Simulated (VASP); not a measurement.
## HfZrGe4: single point with PBE

HfZrGe4:

```
Zr Hf Ge
1.0
     0.00000    4.08114    4.08114
     4.08114    0.00000    4.08114
     4.08114    4.08114    0.00000
Zr Hf Ge
1 1 4
Cartesian
  0.0000 0.0000 0.0000
  6.1217 6.1217 6.1217
  3.2000 3.2000 3.2000
  4.9623 4.9623 3.2000
  4.9623 3.2000 4.9623
  3.2000 4.9623 4.9623
```

```json
{"Program": "VASP 6.6.1", "Task": "single point", "Functional": "PBE", "Potentials or basis": "VASP PAW PBE potentials, release 64 (Zr_sv, Hf_pv, Ge_d)", "Cutoff": "520 eV", "k mesh": "4 × 4 × 4", "Occupations": "gaussian, width 0.1 eV", "Spin": "no spin polarisation", "Dipole correction": "no", "Further INCAR settings": "ALGO = Normal; EDIFF = 1e-06; NBANDS = 48"}
```

| Quantity | Value |
| --- | --- |
| Pressure | -5.9 GPa |
| Largest force | 2.893 eV/Å |
| Band gap on the k mesh | zero (band 39 reaches 6.31 eV, above the bottom of band 40 at 5.54 eV) |

Forces on the atoms (eV/Å):
```
Zr   0.000  0.000  0.000
Hf   0.000  0.000  0.000
Ge  -1.670 -1.670 -1.670
Ge   1.670  1.670 -1.670
Ge   1.670 -1.670  1.670
Ge  -1.670  1.670  1.670
```

Levels at points of the mesh, in eV from the Fermi level:
```csv
k point,band 37,band 38,band 39,band 40,band 41,band 42
"(0.00, 0.00, 0.00)",-3.00,-0.88,0.36,0.36,0.36,2.04
"(0.50, 0.00, 0.00)",-1.17,-0.55,-0.41,-0.41,0.08,0.98
"(0.50, 0.50, 0.00)",-0.83,-0.52,-0.13,-0.13,0.20,0.82
```

Wall time 35 s on 1 thread of Intel(R) Xeon(R) 6975P-C (Granite Rapids) (shared host), peak memory 0.33 GiB.

Caveat: spin-orbit coupling is left out, which moves the levels of the heavy elements; forces of over 1 eV/Å act on the atoms, so gaps and moduli don't describe the material at rest.
